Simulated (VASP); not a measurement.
Write the native input for VASP 6.6.1 that does the following.

| Property | Result |
| --- | --- |
| Task | single point |
| Functional | PBEsol |
| Potentials or basis | VASP PAW PBE potentials, release 64 (Al, Ga_d, N) |
| Cutoff | 520 eV |
| k mesh | 1 × 1 × 1, shifted |
| Occupations | fermi-dirac, width 0.05 eV |
| Spin | no spin polarisation |
| Dipole correction | no |
| Further INCAR settings | LREAL = Auto; ALGO = Normal; EDIFF = 1e-06; NBANDS = 206; ISYM = 0 |

The structure of Al3GaN4 lies in POSCAR:

```
Al3GaN4
1.0
    8.8142012371      0.0000000000      0.0000000000
    0.0000000000      8.8142012371      0.0000000000
    0.0000000000      0.0000000000      8.8142012371
Al Ga N
24 8 32
Direct
    0.9977670000      0.9997960000      0.9983380000
    0.9967260000      0.9998610000      0.5013310000
    0.9991660000      0.4999130000      0.9982480000
    0.9977330000      0.4998620000      0.5015010000
    0.5016990000      0.9998770000      0.9996470000
    0.5029100000      0.9999380000      0.5001610000
    0.2497350000      0.2508000000      0.9988550000
    0.2496350000      0.7493210000      0.9990780000
    0.7497660000      0.2490590000      0.9990660000
    0.7497570000      0.2492980000      0.5007630000
    0.7498350000      0.7504810000      0.9989010000
    0.7498210000      0.7507100000      0.5006660000
    0.2497390000      0.4998190000      0.2483450000
    0.2483470000      0.5000030000      0.7514420000
    0.7484470000      0.9998670000      0.2495730000
    0.7498200000      0.9998660000      0.7501090000
    0.7498510000      0.4998670000      0.2494970000
    0.7511370000      0.4999270000      0.7502600000
    0.9978590000      0.2505720000      0.7509150000
    0.9978850000      0.7494050000      0.7506680000
    0.5015830000      0.2494500000      0.2487120000
    0.5017170000      0.2491770000      0.7506960000
    0.5015380000      0.7507180000      0.2490610000
    0.5015240000      0.7504880000      0.7511460000
    0.5004790000      0.5001790000      0.9998570000
    0.5021110000      0.5002110000      0.5003330000
    0.2499870000      0.2508360000      0.5009970000
    0.2500070000      0.7492390000      0.5011420000
    0.2514470000      0.0001650000      0.2482290000
    0.2498760000      0.0001550000      0.7519980000
    0.9980110000      0.2506400000      0.2491460000
    0.9981420000      0.7491560000      0.2488950000
    0.1241420000      0.1249390000      0.1184000000
    0.1185010000      0.1249800000      0.6256440000
    0.1272680000      0.6218530000      0.1213400000
    0.1211670000      0.6220740000      0.6285890000
    0.6256360000      0.1251490000      0.1245380000
    0.6256700000      0.1251880000      0.6257720000
    0.6287990000      0.6283250000      0.1276910000
    0.6289040000      0.6284550000      0.6290540000
    0.3725410000      0.3716780000      0.1278630000
    0.3759060000      0.3758610000      0.6321320000
    0.3786300000      0.8715430000      0.1207820000
    0.3814380000      0.8757310000      0.6256030000
    0.8711880000      0.3784210000      0.1208120000
    0.8742840000      0.3746280000      0.6253960000
    0.8712480000      0.8783940000      0.1219040000
    0.8744880000      0.8748210000      0.6260340000
    0.3815300000      0.1253620000      0.3756930000
    0.3788730000      0.1284280000      0.8788570000
    0.3755960000      0.6249290000      0.3687850000
    0.3725300000      0.6280480000      0.8716140000
    0.8713210000      0.1220430000      0.3775390000
    0.8743440000      0.1251110000      0.8746780000
    0.8711820000      0.6220220000      0.3784150000
    0.8743710000      0.6251710000      0.8755070000
    0.1242840000      0.3814920000      0.3752460000
    0.1243490000      0.3746940000      0.8750010000
    0.1217470000      0.8783690000      0.3777170000
    0.1212160000      0.8715880000      0.8781260000
    0.6286520000      0.3716340000      0.3720120000
    0.6285310000      0.3726290000      0.8721430000
    0.6255470000      0.8747900000      0.3752170000
    0.6257310000      0.8756130000      0.8750910000
```

These files were run (other wordings do the same):

INCAR

```
PREC = Accurate
ENCUT = 520
EDIFF = 1E-6
ISMEAR = -1
SIGMA = 0.05
LREAL = Auto
LASPH = True
NELM = 80
ALGO = Normal
ISIF = 2
LWAVE = False
LCHARG = False
GGA = PS
NBANDS = 206
ISYM = 0
```

KPOINTS

```
Automatic mesh
0
Gamma
  1 1 1
  0.25 0.25 0.25
```

Potentials or basis: VASP PAW PBE potentials, release 64 (Al, Ga_d, N).

Command:

```console
$ cat potpaw_PBE.64/Al/POTCAR potpaw_PBE.64/Ga_d/POTCAR potpaw_PBE.64/N/POTCAR > POTCAR
$ mpirun -np 1 vasp_std > vasp.out
```

Results of the run:

The pressure is -0.1 GPa. The largest force is 0.069 eV/Å. The band gap on the k mesh is 4.09 eV.

Caveat: the PAW data sets were made with another functional, which shifts forces and pressure a little; a shifted mesh leaves out Γ, where band edges can lie.

Wall time 29 min on 1 thread of Intel(R) Xeon(R) Platinum 8259CL CPU @ 2.50GHz (Skylake/Cascade Lake) (shared host), peak memory 0.91 GiB.
